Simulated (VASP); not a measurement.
A run of VASP 6.6.1 is set up as follows.

File INCAR:

```
SYSTEM = SnO
  PREC = Accurate
  ENCUT = 600
  EDIFF = 1E-7
  ISMEAR = -1
  SIGMA = 0.03
  LREAL = .False.
  LASPH = .True.
  NELM = 60
  ALGO = Normal
  ISIF = 3
  LWAVE = .False.
  LCHARG = .False.
  GGA = PS
  IBRION = 2
  NSW = 100
  EDIFFG = -0.01
```

File KPOINTS:

```
Automatic mesh
0
Gamma
  8 8 8
  0 0 0
```

Contents of POSCAR:

```
SnO
1.0
    0.0000000000      2.2133299920      2.2133299920
    2.2133299920      0.0000000000      2.2133299920
    2.2133299920      2.2133299920      0.0000000000
Sn O
1 1
Direct
    0.0000000000      0.0000000000      0.0000000000
    0.2500000000      0.2500000000      0.2500000000
```

Potentials or basis: VASP PAW PBE potentials, release 64 (Sn_d, O).

Run with:

```sh
$ cat potpaw_PBE.64/Sn_d/POTCAR potpaw_PBE.64/O/POTCAR > POTCAR
$ mpirun -np 1 vasp_std > vasp.out
```

(1) What does it give for the relaxed cell?

(2) Predict the space group after relaxing (to 0.05 Å).

Results:

(1) a = 3.764 Å, b = 3.764 Å, c = 3.764 Å, α = 60.00°, β = 60.00°, γ = 60.00°.

(2) F-43m (No. 216).
